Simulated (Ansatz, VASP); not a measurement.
## Two plane-wave programs on TaBi

The input INCAR:

```
SYSTEM = TaBi
PREC = Accurate ; ENCUT = 520
EDIFF = 1E-6 ; ISMEAR = 0
SIGMA = 0.05 ; LREAL = .FALSE.
LASPH = .TRUE. ; NELM = 60
ALGO = Normal ; ISIF = 2
LWAVE = .FALSE. ; LCHARG = .FALSE.
GGA = PE ; NBANDS = 20
```

Contents of KPOINTS:

```
regular mesh
0
G
  10 10 10
  0 0 0
```

The input POSCAR:

```
TaBi
1.0
    0.0000000000      3.3041669403      3.3041669403
    3.3041669403      0.0000000000      3.3041669403
    3.3041669403      3.3041669403      0.0000000000
Ta Bi
1 1
Direct
    0.0000000000      0.0000000000      0.0000000000
    0.2500000000      0.2500000000      0.2500000000
```

Input for Ansatz:

```yaml
crystal:
  lattice:
    - [0.0, 3.3041669403, 3.3041669403]
    - [3.3041669403, 0.0, 3.3041669403]
    - [3.3041669403, 3.3041669403, 0.0]
  atoms:
    - { symbol: Ta, position: [0.0, 0.0, 0.0] }
    - { symbol: Bi, position: [0.25, 0.25, 0.25] }
basis:
  ecutwfc: 420
  ecutrho_ratio: 4
kpoints:
  mp_grid: { grid: [10, 10, 10] }
hamiltonian:
  xc: pbe
scf:
  occupations: { method: gaussian, width: 0.05 }
output:
  forces: true
  stress: true
  eigenvalues: true
```

Alike in both runs: task single point; functional PBE; k mesh 10 × 10 × 10; occupations gaussian, width 0.05 eV; no spin polarisation.

|  | VASP | Ansatz |
| --- | --- | --- |
| version | VASP 6.6.1 | Ansatz 0.2.0 |
| potentials or method | VASP PAW PBE potentials, release 64 (Ta_pv, Bi_d), cutoff 520 eV | scalar-relativistic, plane waves, PAW |
| valence electrons in the cell | 26 | 28 |

```tsv
	VASP	Ansatz	Ansatz less VASP
gap on the k mesh at the Fermi level (eV)	none	none	-
pressure (GPa)	-3.7	-3.6	+0.04
```

A gap of «none» marks a metal or a gap that the smearing closes. VASP's potentials hold 26 valence electrons a cell and Ansatz's 28, so a difference there can come from the potentials and not from the codes.

Spin-orbit coupling is off throughout.
